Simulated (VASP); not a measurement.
## CdS: single point with LDA

The system is CdS.

```xyz
2
Lattice="0.0000 2.8784 2.8784 2.8784 0.0000 2.8784 2.8784 2.8784 0.0000" Properties=species:S:1:pos:R:3 pbc="T T T"
Cd    0.0000    0.0000    0.0000
S     1.4392    1.4392    1.4392
```

| Property | Result |
| --- | --- |
| Program | VASP 6.6.1 |
| Task | single point |
| Functional | LDA |
| Potentials or basis | VASP PAW LDA potentials, release 64 (Cd, S) |
| Cutoff | 520 eV |
| k mesh | 6 × 6 × 6 |
| Occupations | fermi-dirac, width 0.02 eV |
| Spin | no spin polarisation |

| Quantity | Value |
| --- | --- |
| Pressure | 0.6 GPa |
| Band gap on the k mesh | 0.98 eV, direct |

Levels at points of the mesh, in eV from the valence-band top:
| k point | band 6 | band 7 | band 8 | band 9 | band 10 | band 11 | band 12 | band 13 |
| --- | --- | --- | --- | --- | --- | --- | --- | --- |
| (0.00, 0.00, 0.00) | -7.40 | 0.00 | 0.00 | 0.00 | 0.98 | 6.35 | 6.35 | 6.35 |
| (0.50, 0.00, 0.00) | -6.98 | -4.77 | -0.83 | -0.83 | 2.84 | 6.84 | 6.84 | 7.34 |
| (0.50, 0.50, 0.00) | -6.91 | -4.23 | -2.07 | -2.07 | 3.24 | 4.21 | 9.13 | 10.78 |

Wall time 16 s on 1 thread of AMD EPYC 7R13, on a shared host, peak memory 0.12 GiB.

As with any semilocal functional, this LDA gap is likely too small.
